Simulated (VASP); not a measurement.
Input of a VASP 6.6.1 run:

POSCAR

```
C
1.0
    1.7612479693      0.0000000000      0.0000000000
    0.0000000000      1.7612479693      0.0000000000
    0.0000000000      0.0000000000      1.7612479693
C
1
Direct
    0.0000000000      0.0000000000      0.0000000000
```

The input INCAR.step1:

```
SYSTEM = C
PREC     = Accurate       ! precision mode
ENCUT    = 520            ! plane-wave cutoff, eV
ISMEAR   = -1             ! smearing method
SIGMA    = 0.05           ! smearing width, eV
LREAL    = .False.        ! projectors in reciprocal space
LASPH    = .True.         ! aspherical terms in the spheres
NELM     = 80             ! most SCF steps
NBANDS   = 8              ! bands
GGA      = PE             ! functional
ALGO     = Normal         ! electronic algorithm
EDIFF    = 1E-4           ! SCF threshold, eV
LWAVE    = .True.         ! write WAVECAR
LCHARG   = .False.        ! write CHGCAR
```

File INCAR.step2:

```
SYSTEM = C
PREC     = Accurate       ! precision mode
ENCUT    = 520            ! plane-wave cutoff, eV
EDIFF    = 1E-6           ! SCF threshold, eV
ISMEAR   = -1             ! smearing method
SIGMA    = 0.05           ! smearing width, eV
LREAL    = .False.        ! projectors in reciprocal space
LASPH    = .True.         ! aspherical terms in the spheres
NELM     = 80             ! most SCF steps
ALGO     = Normal         ! electronic algorithm
ISIF     = 2              ! what is computed and relaxed
LWAVE    = .False.        ! write WAVECAR
LCHARG   = .True.         ! write CHGCAR
METAGGA  = R2SCAN         ! meta-GGA
LMIXTAU  = .True.       
LELF     = .True.         ! ELF
LVHAR    = .True.       
NBANDS   = 8              ! bands
ISTART   = 1
```

File KPOINTS:

```
Automatic mesh
0
Gamma
  9 9 9
  0 0 0
```

Potentials or basis: VASP PAW PBE potentials, release 64 (C).

Command:

```bash
$ cat potpaw_PBE.64/C/POTCAR > POTCAR
$ cp INCAR.step1 INCAR
$ mpirun -np 1 vasp_std > vasp.out
$ cp INCAR.step2 INCAR
$ mpirun -np 1 vasp_std > vasp.out
```

(1) Estimate the pressure.

(2) Predict the band gap on the k mesh.

## Answers

(1) 10.5 GPa.

(2) zero (band 2 reaches 21.40 eV, above the bottom of band 3 at 9.50 eV).

Caveat: the k points lie up to 0.40 Å⁻¹ apart; the PAW data sets were made with another functional, which shifts forces and pressure a little.
